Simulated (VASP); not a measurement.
# SnSe (I4mm) in VASP: a series of runs, part 2 of 2

VASP 6.6.1. The steps go on from the part before.

### 4 Electric field gradients, PBE (shortest bond scaled by 0.7)

The input, INCAR:

```
PREC = Accurate
ENCUT = 520
EDIFF = 1E-8
ISMEAR = -1
SIGMA = 0.05
LREAL = False
LASPH = True
NELM = 80
ALGO = Normal
ISIF = 2
LWAVE = False
LCHARG = False
GGA = PE
LEFG = True
NBANDS = 17
```

The input, KPOINTS:

```
regular mesh
0
Gamma
  9 9 9
```

The input, POSCAR:

```
SnSe
1.0
    0.0000000000      3.0104337128      3.0104337128
    3.0104337128      0.0000000000      3.0104337128
    3.0104337128      3.0104337128      0.0000000000
Sn Se
1 1
Direct
   -0.0750000000     -0.0750000000      0.0750000000
    0.5750000000      0.5750000000      0.4250000000
```

Potentials or basis: VASP PAW PBE potentials, release 64 (Sn_d, Se).

The run is started by

```console
$ cat potpaw_PBE.64/Sn_d/POTCAR potpaw_PBE.64/Se/POTCAR > POTCAR
$ mpirun -np 1 vasp_std > vasp.out
```

OUTCAR:

```text
PREC = Accurate
   ENCUT = 520
   EDIFF = 1E-8
   ISMEAR = -1
   LREAL = False
   LASPH = True
   NELM = 80
   ISIF = 2
   GGA = PE

 ion  position               nearest neighbor table
   1  0.925  0.925  0.075-   2 2.11   2 3.14   2 3.14   2 3.14   2 3.14
   2  0.575  0.575  0.425-   1 2.11   1 3.14   1 3.14   1 3.14   1 3.14

  LATTYP: Found a face centered cubic cell.
 ALAT       =     6.0208674256

  Lattice vectors:

 A1 = (   0.0000000000,   3.0104337128,   3.0104337128)
 A2 = (   3.0104337128,   0.0000000000,   3.0104337128)
 A3 = (   3.0104337128,   3.0104337128,   0.0000000000)

Analysis of symmetry for initial positions (statically):
=====================================================================
 Subroutine PRICEL returns:
 Original cell was already a primitive cell.

 Routine SETGRP: Setting up the symmetry group for a
 face centered cubic supercell.
[... 667 lines left out ...]
  energy-cutoff  :      520.00
  volume of cell :       54.57
      direct lattice vectors                 reciprocal lattice vectors
     0.000000000  3.010433713  3.010433713    -0.166089025  0.166089025  0.166089025
     3.010433713  0.000000000  3.010433713     0.166089025 -0.166089025  0.166089025
     3.010433713  3.010433713  0.000000000     0.166089025  0.166089025 -0.166089025

 POSITION                                       TOTAL-FORCE (eV/Angst)
 -----------------------------------------------------------------------------------
      3.01043      3.01043      5.56930         0.000000      0.000000      9.995401
      3.01043      3.01043      3.46200         0.000000      0.000000     -9.995401
 -----------------------------------------------------------------------------------
    total drift:                                0.000000      0.000000     -0.000043

  FREE ENERGIE OF THE ION-ELECTRON SYSTEM (eV)
  ---------------------------------------------------
  free  energy   TOTEN  =        -6.0485369557 eV

  energy  without entropy=       -6.0481948163  energy(sigma->0) =       -6.04836589

 Electric field gradients (V/A^2)
---------------------------------------------------------------------
 ion       V_xx      V_yy      V_zz      V_xy      V_xz      V_yz
---------------------------------------------------------------------
   1     275.212   275.212  -550.425     0.000     0.001     0.001
   2      30.011    30.011   -60.023     0.000     0.000     0.000
---------------------------------------------------------------------

 Electric field gradients after diagonalization (V/A^2)
 (convention: |V_zz| > |V_xx| > |V_yy|)
----------------------------------------------------------------------
 ion       V_xx      V_yy      V_zz     asymmetry (V_yy - V_xx)/ V_zz
----------------------------------------------------------------------
   1     275.213   275.212  -550.425       0.000
   2      30.011    30.011   -60.023       0.000
----------------------------------------------------------------------

           NMR quadrupolar parameters

 Cq : quadrupolar parameter    Cq=e*Q*V_zz/h
 eta: asymmetry parameters     (V_yy - V_xx)/ V_zz
 Q  : nuclear electric quadrupole moment in mb (millibarn)
----------------------------------------------------------------------
 ion       Cq(MHz)       eta       Q (mb)
----------------------------------------------------------------------
   1      -1.331       0.000       1.000
   2      -0.145       0.000       1.000
----------------------------------------------------------------------
```

Run time: 41 s. Hardware: 1 thread of Intel Xeon Platinum 8488C (Sapphire Rapids), shared host; peak memory 0.21 GiB.

Results:

```yaml
Free_energy: -6.0485 eV
Pressure: 23.3 GPa
Largest_force: 9.995 eV/Å
Band_gap_on_the_k_mesh: 0.23 eV, indirect (least direct gap 1.29 eV)
```

Forces in eV/Å, atoms in the order of the input:
```
Sn   0.000  0.000  9.995
Se   0.000  0.000 -9.995
```

Electric field gradients, principal values (V/Å²):
```
atom    least   middle  greatest (by size)
1 Sn  275.212  275.213            -550.425
2 Se   30.011   30.011             -60.023
```

Caveat: the cell differs from its parent crystal (shortest bond scaled by 0.7); without QUAD_EFG the Cq values of the log hold for a quadrupole moment of 1 mb, not for the nuclei; spin-orbit coupling is left out, which moves the levels of the heavy elements; forces of over 1 eV/Å act on the atoms, so gaps and moduli don't describe the material at rest. A k mesh can miss the band edges.

### 5 Electric field gradients, PBE (shortest bond scaled by 0.64)

The input, INCAR:

```
SYSTEM = SnSe
ALGO = Normal ; EDIFF = 1E-8
ENCUT = 520 ; GGA = PE
ISIF = 2 ; ISMEAR = -1
LASPH = .TRUE. ; LCHARG = .FALSE.
LEFG = .TRUE. ; LREAL = .FALSE.
LWAVE = .FALSE. ; NBANDS = 17
NELM = 80 ; PREC = Accurate
SIGMA = 0.05
```

The input, KPOINTS:

```
k-points
0
G
  9 9 9
  0 0 0
```

The input, POSCAR:

```
SnSe
1.0
    0.0000000000      3.0104337128      3.0104337128
    3.0104337128      0.0000000000      3.0104337128
    3.0104337128      3.0104337128      0.0000000000
Sn Se
1 1
Direct
   -0.0900000000     -0.0900000000      0.0900000000
    0.5900000000      0.5900000000      0.4100000000
```

Potentials or basis: VASP PAW PBE potentials, release 64 (Sn_d, Se).

The run is started by

```console
$ cat potpaw_PBE.64/Sn_d/POTCAR potpaw_PBE.64/Se/POTCAR > POTCAR
$ mpirun -np 1 vasp_std > vasp.out
```

OUTCAR:

```text
SYSTEM = SnSe
   EDIFF = 1E-8
   ENCUT = 520
   GGA = PE
   ISIF = 2
   ISMEAR = -1
   LASPH = .TRUE.
   LREAL = .FALSE.
   NELM = 80
   PREC = Accurate

 ion  position               nearest neighbor table
   1  0.910  0.910  0.090-   2 1.93   2 3.20   2 3.20   2 3.20   2 3.20
   2  0.590  0.590  0.410-   1 1.93   1 3.20   1 3.20   1 3.20   1 3.20

  LATTYP: Found a face centered cubic cell.
 ALAT       =     6.0208674256

  Lattice vectors:

 A1 = (   0.0000000000,   3.0104337128,   3.0104337128)
 A2 = (   3.0104337128,   0.0000000000,   3.0104337128)
 A3 = (   3.0104337128,   3.0104337128,   0.0000000000)

Analysis of symmetry for initial positions (statically):
=====================================================================
 Subroutine PRICEL returns:
 Original cell was already a primitive cell.

 Routine SETGRP: Setting up the symmetry group for a
 face centered cubic supercell.

 Subroutine GETGRP returns: Found  8 space group operations
 (whereof  8 operations were pure point group operations)
 out of a pool of 48 trial point group operations.

The static configuration has the point symmetry C_4v.

Analysis of symmetry for dynamics (positions and initial velocities):
=====================================================================
 Subroutine PRICEL returns:
 Original cell was already a primitive cell.

 Routine SETGRP: Setting up the symmetry group for a
 face centered cubic supercell.

 Subroutine GETGRP returns: Found  8 space group operations
 (whereof  8 operations were pure point group operations)
 out of a pool of 48 trial point group operations.

The dynamic configuration has the point symmetry C_4v.

 Subroutine INISYM returns: Found  8 space group operations
 (whereof  8 operations are pure point group operations),
 and found     1 'primitive' translations

----------------------------------------------------------------------------------------

                                     Primitive cell

  volume of cell :      54.5654

  direct lattice vectors                    reciprocal lattice vectors
     0.000000000  3.010433713  3.010433713    -0.166089025  0.166089025  0.166089025
     3.010433713  0.000000000  3.010433713     0.166089025 -0.166089025  0.166089025
     3.010433713  3.010433713  0.000000000     0.166089025  0.166089025 -0.166089025

  length of vectors
     4.257396185  4.257396185  4.257396185     0.287674630  0.287674630  0.287674630

  position of ions in fractional coordinates (direct lattice)
     0.910000000  0.910000000  0.090000000
     0.590000000  0.590000000  0.410000000

  ion indices of the primitive-cell ions
   primitive index   ion index
                 1           1
                 2           2

----------------------------------------------------------------------------------------

 KPOINTS: k-points

Automatic generation of k-mesh.
 Grid dimensions read from file:
 generate k-points for:    9    9    9

 Generating k-lattice:

[... 62 lines left out ...]
   LREAL  =      F    real-space projection
   EDIFFG = 0.1E-06   stopping-criterion for IOM
   NSW    =      0    number of steps for IOM
   IBRION =     -1    ionic relax: 0-MD 1-quasi-New 2-CG
   NFREE  =      0    steps in history (QN), initial steepest desc. (CG)
   ISIF   =      2    stress and relaxation
   ISYM   =      2    0-nonsym 1-usesym 2-fastsym
   POTIM  = 0.5000    time-step for ionic-motion
   TEBEG  =    0.0;   TEEND  =   0.0 temperature during run
   PSTRESS=    0.0 pullay stress
   NELECT =      20.0000    total number of electrons
   NUPDOWN=      -1.0000    fix difference up-down
   EMIN   =  10.00;   EMAX   =-10.00  energy-range for DOS
   EFERMI =   0.00;   METHOD = LEGACY
   ISMEAR =    -1;   SIGMA  =   0.05  broadening in eV -4-tet -1-fermi 0-gaus
   EFERMI_NEDOS =   21; number of points for ismear=-14 and -15
   IALGO  =     38    algorithm
   IMIX   =      4    mixing-type and parameters
     AMIX     =   0.40;   BMIX     =  1.00
     AMIX_MAG =   1.60;   BMIX_MAG =  1.00
  volume/ion in A,a.u.               =      27.28       184.11
  Fermi-wavevector in a.u.,A,eV,Ry     =   1.171599  2.214002 18.675967  1.372645
  Thomas-Fermi vector in A             =   2.308041
   LORBIT       =      0    0 simple, 1 ext, 2 COOP (PROOUT), +10 PAW based schemes
   GGA     = PE    functional components
   LHFCALC =     F    Hartree Fock is set to
   AEXX    =    0.0000 exact exchange contribution
   IVDW    =     0    specifies the selected vdW correction
   LEPSILON=     F    determine dielectric tensor
   LRPA    =     F    only Hartree local field effects (RPA)
 non-spin polarized calculation
  energy-cutoff  :      520.00
  volume of cell :       54.57
 maximum number of plane-waves:      1484
   NGX = 15   NGY = 15   NGZ = 15

 number of electron      20.0000002 magnetization

 Free energy of the ion-electron system (eV)
  ---------------------------------------------------
  ext. energy  EPLUGINS =         0.00000000
  ---------------------------------------------------
  free energy    TOTEN  =        -3.42509382 eV

  energy without entropy =       -3.42407188  energy(sigma->0) =       -3.42458285

 E-fermi :   5.4704     XC(G=0):  -9.3692

 val. band max:        5.3655126617   @ k =   0.0000   0.4444   0.4444
 cond. band min:       5.5250787250   @ k =  -0.2222   0.2222   0.0000
 fundamental gap:      0.1595660633
 Fermi energy:         5.4704163479

 k-point     1 :       0.0000    0.0000    0.0000
  band No.  band energies     occupation
      1     -17.0358      2.00000
      2     -16.3161      2.00000
      3     -16.3161      2.00000
      4     -16.2003      2.00000
      5     -16.1946      2.00000
      6      -9.5655      2.00000
[... 457 lines left out ...]
      4     -16.2034      2.00000
      5     -16.1900      2.00000
      6      -8.9443      2.00000
[... 9 lines left out ...]
     16      15.1585      0.00000
     17      17.2585      0.00000

 [... further k-points ...]
[... 5 lines left out ...]
  --------------------------------------------------------------------------------------
  -------------------------------------------------------------------------------------
  Total        1.7906506      1.7906506     39.5123163      0.0000000      0.0000000      0.0000000
  in kB       52.5780213     52.5780213   1160.1813240      0.0000000      0.0000000      0.0000000
  external PRESSURE =     421.7791222 kB  Pullay stress =       0.0000000 kB

 VOLUME and BASIS-vectors are now :
 -----------------------------------------------------------------------------
  energy-cutoff  :      520.00
  volume of cell :       54.57
      direct lattice vectors                 reciprocal lattice vectors
     0.000000000  3.010433713  3.010433713    -0.166089025  0.166089025  0.166089025
     3.010433713  0.000000000  3.010433713     0.166089025 -0.166089025  0.166089025
     3.010433713  3.010433713  0.000000000     0.166089025  0.166089025 -0.166089025

 POSITION                                       TOTAL-FORCE (eV/Angst)
 -----------------------------------------------------------------------------------
      3.01043      3.01043      5.47899         0.000000      0.000000     20.261095
      3.01043      3.01043      3.55231         0.000000      0.000000    -20.261095
 -----------------------------------------------------------------------------------
    total drift:                                0.000000      0.000000     -0.000014

  FREE ENERGIE OF THE ION-ELECTRON SYSTEM (eV)
  ---------------------------------------------------
  free  energy   TOTEN  =        -3.4250938202 eV

  energy  without entropy=       -3.4240718767  energy(sigma->0) =       -3.42458285

 Electric field gradients (V/A^2)
---------------------------------------------------------------------
 ion       V_xx      V_yy      V_zz      V_xy      V_xz      V_yz
---------------------------------------------------------------------
   1     384.473   384.473  -768.946     0.000     0.000     0.000
   2      74.260    74.260  -148.520     0.000     0.000     0.000
---------------------------------------------------------------------

 Electric field gradients after diagonalization (V/A^2)
 (convention: |V_zz| > |V_xx| > |V_yy|)
----------------------------------------------------------------------
 ion       V_xx      V_yy      V_zz     asymmetry (V_yy - V_xx)/ V_zz
----------------------------------------------------------------------
   1     384.473   384.473  -768.946       0.000
   2      74.260    74.260  -148.520       0.000
----------------------------------------------------------------------

           NMR quadrupolar parameters

 Cq : quadrupolar parameter    Cq=e*Q*V_zz/h
 eta: asymmetry parameters     (V_yy - V_xx)/ V_zz
 Q  : nuclear electric quadrupole moment in mb (millibarn)
----------------------------------------------------------------------
 ion       Cq(MHz)       eta       Q (mb)
----------------------------------------------------------------------
   1      -1.859       0.000       1.000
   2      -0.359       0.000       1.000
----------------------------------------------------------------------
```

stdout:

```text
POSCAR found type information on POSCAR SnSe
 POSCAR found :  2 types and       2 ions
 scaLAPACK will be used
 LDA part: xc-table for (Slater+PW92), standard interpolation
 POSCAR, INCAR and KPOINTS ok, starting setup
 FFT: planning ... GRIDC
 FFT: planning ... GRID_SOFT
 FFT: planning ... GRID
 WAVECAR not read
 entering main loop
ion   1

ion   2
```

Run time: 39 s. Hardware: 1 thread of Intel Xeon Platinum 8488C (Sapphire Rapids), shared host; peak memory 0.21 GiB.

Results:

| Quantity | Value |
| --- | --- |
| Free energy | -3.4251 eV |
| Pressure | 42.2 GPa |
| Largest force | 20.261 eV/Å |
| Band gap on the k mesh | zero (band 10 reaches 5.53 eV, above the bottom of band 11 at 5.37 eV) |

Forces in eV/Å, atoms in the order of the input:
```
Sn    0.000   0.000  20.261
Se    0.000   0.000 -20.261
```

Stress tensor (GPa, compression positive):
```
  5.26   0.00   0.00
  0.00   5.26   0.00
  0.00   0.00 116.02
```

Electric field gradients, principal values (V/Å²):
```tsv
atom	least	middle	greatest (by size)
1 Sn	384.473	384.473	-768.946
2 Se	74.260	74.260	-148.520
```

Caveat: the cell differs from its parent crystal (shortest bond scaled by 0.64); without QUAD_EFG the Cq values of the log hold for a quadrupole moment of 1 mb, not for the nuclei; spin-orbit coupling is left out, which moves the levels of the heavy elements; forces of over 1 eV/Å act on the atoms, so gaps and moduli don't describe the material at rest.
